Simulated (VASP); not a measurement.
# BaS in VASP: notebook

Aim: see how the results for BaS move with the level of theory and the settings. Levels: PBE, HSE06. Tasks: single point.

Program: VASP 6.6.1. These are calculated values, not measurements. Logs are shortened: lines on timing, memory, paths and dates and some standing lists are left out, and cuts for length are marked.

## 1. The cell of the first run

Symmetry: Pm, No. 6, monoclinic system. The conventional cell has a = 4.365 Å, b = 3.978 Å, c = 4.365 Å, α = 90.00°, β = 120.00°, γ = 90.00°. Within 4.4 Å of Ba (site symmetry m) lie 6 S at 3.20 to 3.22 Å and 8 Ba at 3.98 to 4.37 Å. S (site symmetry m) has 6 Ba at 3.20 to 3.22 Å and 8 S at 3.98 to 4.37 Å within 4.4 Å.

## 2. Single point, PBE (atom 1 (Ba) moved 0.02 Å along x)

INCAR

```
  ALGO = Normal
  EDIFF = 1E-6
  ENCUT = 520
  GGA = PE
  ISIF = 2
  ISMEAR = 0
  LASPH = True
  LCHARG = False
  LREAL = False
  LWAVE = False
  NBANDS = 15
  NELM = 100
  PREC = Accurate
  SIGMA = 0.05
```

KPOINTS

```
k-points
0
Gamma
  10 10 8
```

POSCAR

```
BaS
1.0
    4.3652937922      0.0000000000      0.0000000000
   -2.1826468961      3.7804553190      0.0000000000
    0.0000000000      0.0000000000      3.9780699241
Ba S
1 1
Direct
    0.0045815931      0.0000000000      0.0000000000
    0.6666666667      0.3333333333      0.5000000000
```

Potentials or basis: VASP PAW PBE potentials, release 64 (Ba_sv, S).

Run with:

```console
$ cat potpaw_PBE.64/Ba_sv/POTCAR potpaw_PBE.64/S/POTCAR > POTCAR
$ mpirun -np 1 vasp_std > vasp.out
```

OUTCAR:

```text
EDIFF = 1E-6
   ENCUT = 520
   GGA = PE
   ISIF = 2
   ISMEAR = 0
   LASPH = True
   LREAL = False
   NELM = 100
   PREC = Accurate

 ion  position               nearest neighbor table
   1  0.005  0.000  0.000-   2 3.20   2 3.20   2 3.21   2 3.21   2 3.22   2 3.22
   2  0.667  0.333  0.500-   1 3.20   1 3.20   1 3.21   1 3.21   1 3.22   1 3.22

  LATTYP: Found a hexagonal cell.
 ALAT       =     4.3652937922
 C/A-ratio  =     0.9112948895

  Lattice vectors:

 A1 = (   4.3652937922,   0.0000000000,   0.0000000000)
 A2 = (  -2.1826468961,   3.7804553190,   0.0000000000)
 A3 = (   0.0000000000,   0.0000000000,   3.9780699241)

Analysis of symmetry for initial positions (statically):
=====================================================================
 Subroutine PRICEL returns:
 Original cell was already a primitive cell.

 Routine SETGRP: Setting up the symmetry group for a
 hexagonal supercell.

 Subroutine GETGRP returns: Found  2 space group operations
 (whereof  2 operations were pure point group operations)
 out of a pool of 24 trial point group operations.

The static configuration has the point symmetry C_1h.

Analysis of symmetry for dynamics (positions and initial velocities):
=====================================================================
 Subroutine PRICEL returns:
 Original cell was already a primitive cell.

 Routine SETGRP: Setting up the symmetry group for a
 hexagonal supercell.

 Subroutine GETGRP returns: Found  2 space group operations
 (whereof  2 operations were pure point group operations)
 out of a pool of 24 trial point group operations.

The dynamic configuration has the point symmetry C_1h.

 Subroutine INISYM returns: Found  2 space group operations
 (whereof  2 operations are pure point group operations),
 and found     1 'primitive' translations

----------------------------------------------------------------------------------------

                                     Primitive cell

  volume of cell :      65.6493

  direct lattice vectors                    reciprocal lattice vectors
     4.365293792  0.000000000  0.000000000     0.229079656  0.132259201  0.000000000
    -2.182646896  3.780455319  0.000000000     0.000000000  0.264518402  0.000000000
     0.000000000  0.000000000  3.978069924     0.000000000  0.000000000  0.251378186

  length of vectors
     4.365293792  4.365293792  3.978069924     0.264518402  0.264518402  0.251378186

  position of ions in fractional coordinates (direct lattice)
     0.004581593  0.000000000  0.000000000
     0.666666667  0.333333333  0.500000000

  ion indices of the primitive-cell ions
   primitive index   ion index
                 1           1
                 2           2

----------------------------------------------------------------------------------------

 KPOINTS: k-points

Automatic generation of k-mesh.
 Grid dimensions read from file:
 generate k-points for:   10   10    8

 Generating k-lattice:

  Cartesian coordinates                     Fractional coordinates (reciprocal lattice)
     0.022907966  0.013225920  0.000000000     0.100000000  0.000000000  0.000000000
     0.000000000  0.026451840  0.000000000     0.000000000  0.100000000  0.000000000
     0.000000000  0.000000000  0.031422273     0.000000000  0.000000000  0.125000000

  Length of vectors
     0.026451840  0.026451840  0.031422273

  Shift w.r.t. Gamma in fractional coordinates (k-lattice)
     0.000000000  0.000000000  0.000000000

 Subroutine IBZKPT returns following result:
 ===========================================

 Found    260 irreducible k-points:

 Following reciprocal coordinates:
            Coordinates               Weight
  0.000000  0.000000  0.000000      1.000000
  0.100000  0.000000  0.000000      2.000000
  0.000000  0.100000  0.000000      2.000000
 -0.100000  0.100000  0.000000      2.000000
  0.200000  0.000000  0.000000      2.000000
  0.000000  0.200000  0.000000      2.000000
[... 16 lines left out ...]
 -0.200000  0.300000  0.000000      2.000000
  0.100000  0.200000  0.000000      2.000000
 [... further k-points ...]
   k-points           NKPTS =    260   k-points in BZ     NKDIM =    260   number of bands    NBANDS=     15
   number of dos      NEDOS =    301   number of ions     NIONS =      2
   total plane-waves  NPLWV =  30720
   dimension x,y,z NGX =    32 NGY =   32 NGZ =   30
   dimension x,y,z NGXF=    64 NGYF=   64 NGZF=   60
   ions per type =               1   1
   NGX,Y,Z   is equivalent  to a cutoff of  12.19, 12.19, 12.54 a.u.
   NGXF,Y,Z  is equivalent  to a cutoff of  24.37, 24.37, 25.07 a.u.
 SYSTEM =  unknown system
   PREC   = accura    normal or accurate (medium, high low for compatibility)
   ISTART =      0    job   : 0-new  1-cont  2-samecut
   ICHARG =      2    charge: 1-file 2-atom 10-const
   ISPIN  =      1    spin polarized calculation?
   LNONCOLLINEAR =      F non collinear calculations
   LSORBIT =      F    spin-orbit coupling
   LASPH  =      T    aspherical Exc in radial PAW
   ENCUT  =  520.0 eV  38.22 Ry    6.18 a.u.   8.12  8.12  7.40*2*pi/ulx,y,z
   NELM   =    100;   NELMIN=  2; NELMDL= -5     # of ELM steps
   EDIFF  = 0.1E-05   stopping-criterion for ELM
   LREAL  =      F    real-space projection
   EDIFFG = 0.1E-04   stopping-criterion for IOM
   NSW    =      0    number of steps for IOM
   IBRION =     -1    ionic relax: 0-MD 1-quasi-New 2-CG
   NFREE  =      0    steps in history (QN), initial steepest desc. (CG)
   ISIF   =      2    stress and relaxation
   ISYM   =      2    0-nonsym 1-usesym 2-fastsym
   POTIM  = 0.5000    time-step for ionic-motion
   TEBEG  =    0.0;   TEEND  =   0.0 temperature during run
   PSTRESS=    0.0 pullay stress
   NELECT =      16.0000    total number of electrons
   NUPDOWN=      -1.0000    fix difference up-down
   EMIN   =  10.00;   EMAX   =-10.00  energy-range for DOS
   EFERMI =   0.00;   METHOD = LEGACY
   ISMEAR =     0;   SIGMA  =   0.05  broadening in eV -4-tet -1-fermi 0-gaus
   EFERMI_NEDOS =   21; number of points for ismear=-14 and -15
   IALGO  =     38    algorithm
   IMIX   =      4    mixing-type and parameters
     AMIX     =   0.40;   BMIX     =  1.00
     AMIX_MAG =   1.60;   BMIX_MAG =  1.00
  volume/ion in A,a.u.               =      32.82       221.51
  Fermi-wavevector in a.u.,A,eV,Ry     =   1.022598  1.932430 14.227696  1.045706
  Thomas-Fermi vector in A             =   2.156286
   LORBIT       =      0    0 simple, 1 ext, 2 COOP (PROOUT), +10 PAW based schemes
   GGA     = PE    functional components
   LHFCALC =     F    Hartree Fock is set to
   AEXX    =    0.0000 exact exchange contribution
   IVDW    =     0    specifies the selected vdW correction
   LEPSILON=     F    determine dielectric tensor
   LRPA    =     F    only Hartree local field effects (RPA)
 non-spin polarized calculation
 Gauss-broadening in eV      SIGMA  =   0.05
  energy-cutoff  :      520.00
  volume of cell :       65.65
 maximum number of plane-waves:      1792
   NGX = 17   NGY = 17   NGZ = 15

 number of electron      16.0000001 magnetization

 Free energy of the ion-electron system (eV)
  ---------------------------------------------------
  ext. energy  EPLUGINS =         0.00000000
  ---------------------------------------------------
  free energy    TOTEN  =        -9.91349575 eV

  energy without entropy =       -9.91349575  energy(sigma->0) =       -9.91349575

 E-fermi :   2.1549     XC(G=0):  -8.5684

 val. band max:        1.8534222862   @ k =   0.0000   0.0000   0.0000
 cond. band min:       3.8203251642   @ k =   0.0000   0.0000   0.0000
 fundamental gap:      1.9669028780
 Fermi energy:         2.1549225725

 k-point     1 :       0.0000    0.0000    0.0000
  band No.  band energies     occupation
      1     -24.8595      2.00000
      2      -9.9148      2.00000
      3      -9.9131      2.00000
      4      -9.7659      2.00000
      5      -8.8536      2.00000
      6       1.0416      2.00000
      7       1.0572      2.00000
      8       1.8534      2.00000
      9       3.8203      0.00000
     10       4.9047      0.00000
     11       7.3486      0.00000
     12       7.4248      0.00000
     13       8.2598      0.00000
     14       8.3049      0.00000
     15      10.6409      0.00000

 k-point     2 :       0.1000    0.0000    0.0000
  band No.  band energies     occupation
      1     -24.8554      2.00000
      2     -10.0671      2.00000
      3      -9.9272      2.00000
      4      -9.7577      2.00000
      5      -8.7039      2.00000
      6       0.8673      2.00000
      7       1.0829      2.00000
      8       1.7816      2.00000
      9       3.9381      0.00000
     10       5.2707      0.00000
     11       7.0112      0.00000
     12       7.4640      0.00000
     13       8.2184      0.00000
     14       8.3270      0.00000
     15      10.8387      0.00000

 k-point     3 :       0.0000    0.1000    0.0000
  band No.  band energies     occupation
      1     -24.8554      2.00000
      2     -10.0657      2.00000
      3      -9.9266      2.00000
      4      -9.7578      2.00000
      5      -8.7065      2.00000
      6       0.8621      2.00000
      7       1.0892      2.00000
      8       1.7833      2.00000
      9       3.9369      0.00000
     10       5.2701      0.00000
     11       7.0415      0.00000
     12       7.4382      0.00000
     13       8.1980      0.00000
     14       8.3420      0.00000
     15      10.8121      0.00000
[... 343 lines left out ...]
 k-point    23 :      -0.2000    0.3000    0.0000
  band No.  band energies     occupation
      1     -24.8358      2.00000
      2     -10.5237      2.00000
      3     -10.0056      2.00000
      4      -9.7191      2.00000
      5      -8.2543      2.00000
      6       0.2795      2.00000
      7       1.2245      2.00000
      8       1.4854      2.00000
      9       4.3751      0.00000
     10       6.1648      0.00000
     11       6.8207      0.00000
     12       7.6599      0.00000
     13       7.9045      0.00000
     14       8.6691      0.00000
     15      11.0190      0.00000

 k-point    24 :       0.1000    0.2000    0.0000
  band No.  band energies     occupation
      1     -24.8357      2.00000
      2     -10.5345      2.00000
      3     -10.0046      2.00000
      4      -9.7186      2.00000
      5      -8.2397      2.00000
      6       0.2829      2.00000
      7       1.2156      2.00000
      8       1.4719      2.00000
      9       4.3788      0.00000
     10       6.1282      0.00000
     11       6.8186      0.00000
     12       7.7030      0.00000
     13       7.9190      0.00000
     14       8.6644      0.00000
     15      11.0817      0.00000

 [... further k-points ...]

------------------------ aborting loop because EDIFF is reached ----------------------------------------

  FORCE on cell =-STRESS in cart. coord.  units (eV):
  Direction    XX          YY          ZZ          XY          YZ          ZX
  --------------------------------------------------------------------------------------
  -------------------------------------------------------------------------------------
  Total        0.2362639      0.2361124      0.2962205      0.0376413      0.0000000      0.0000000
  in kB        5.7660448      5.7623455      7.2292916      0.9186402      0.0000000      0.0000000
  external PRESSURE =       6.2525606 kB  Pullay stress =       0.0000000 kB

 VOLUME and BASIS-vectors are now :
 -----------------------------------------------------------------------------
  energy-cutoff  :      520.00
  volume of cell :       65.65
      direct lattice vectors                 reciprocal lattice vectors
     4.365293792  0.000000000  0.000000000     0.229079656  0.132259201  0.000000000
    -2.182646896  3.780455319  0.000000000     0.000000000  0.264518402  0.000000000
     0.000000000  0.000000000  3.978069924     0.000000000  0.000000000  0.251378186

 POSITION                                       TOTAL-FORCE (eV/Angst)
 -----------------------------------------------------------------------------------
      0.02000      0.00000      0.00000        -0.048010     -0.000761      0.000000
      2.18265      1.26015      1.98903         0.048010      0.000761      0.000000
 -----------------------------------------------------------------------------------
    total drift:                               -0.000113      0.000004     -0.000000

  FREE ENERGIE OF THE ION-ELECTRON SYSTEM (eV)
  ---------------------------------------------------
  free  energy   TOTEN  =        -9.9134957500 eV

  energy  without entropy=       -9.9134957500  energy(sigma->0) =       -9.91349575
```

Run time: 75 s. Hardware: 1 thread of Intel Xeon 6975P-C (Granite Rapids), shared host; peak memory 0.38 GiB.

What came out:

- Free energy: -9.9135 eV
- Pressure: 0.6 GPa
- Largest force: 0.048 eV/Å
- Band gap on the k mesh: 1.97 eV

Forces on the atoms (eV/Å):
```
Ba  -0.048 -0.001  0.000
S    0.048  0.001  0.000
```

Caveat: the cell differs from its parent crystal (atom 1 (Ba) moved 0.02 Å along x); spin-orbit coupling is left out, which moves the levels of the heavy elements.

(Part 1 of 2 ends here.)
